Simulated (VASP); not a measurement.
A run of VASP 6.6.1 is set up as follows.

Contents of INCAR:

```
SYSTEM = Ge
PREC = Accurate ; ENCUT = 520
EDIFF = 1E-7 ; ISMEAR = 0
SIGMA = 0.1 ; LREAL = .FALSE.
LASPH = .TRUE. ; NELM = 80
ALGO = Normal ; ISIF = 2
LWAVE = .FALSE. ; LCHARG = .FALSE.
GGA = PE ; NBANDS = 36
```

The input KPOINTS:

```
regular mesh
0
G
  6 6 2
  0 0 0
```

Contents of POSCAR:

```
Ge
1.0
    2.9962801600     -1.9803119734      0.0000000000
    2.9962801600      1.9803119734      0.0000000000
    0.0000000000      0.0000000000      8.0781860689
Ge
4
Direct
    0.8500000000      0.1500000000      0.1170000000
    0.6500000000      0.3500000000      0.6170000000
    0.1500000000      0.8500000000      0.8830000000
    0.3500000000      0.6500000000      0.3830000000
```

Potentials or basis: VASP PAW PBE potentials, release 64 (Ge_d).

Run with:

```bash
$ cat potpaw_PBE.64/Ge_d/POTCAR > POTCAR
$ mpirun -np 1 vasp_std > vasp.out
```

(1) Estimate the largest force.

(2) What does it give for the band gap on the k mesh?

(3) Predict the pressure.

## Answers

(1) 3.261 eV/Å.

(2) zero (bands 28 and 29 overlap by 3.87 eV).

(3) 0.3 GPa.

Caveat: the k points lie up to 0.39 Å⁻¹ apart, too coarse for converged energies and pressures of a metal; forces of over 1 eV/Å act on the atoms, so gaps and moduli don't describe the material at rest.
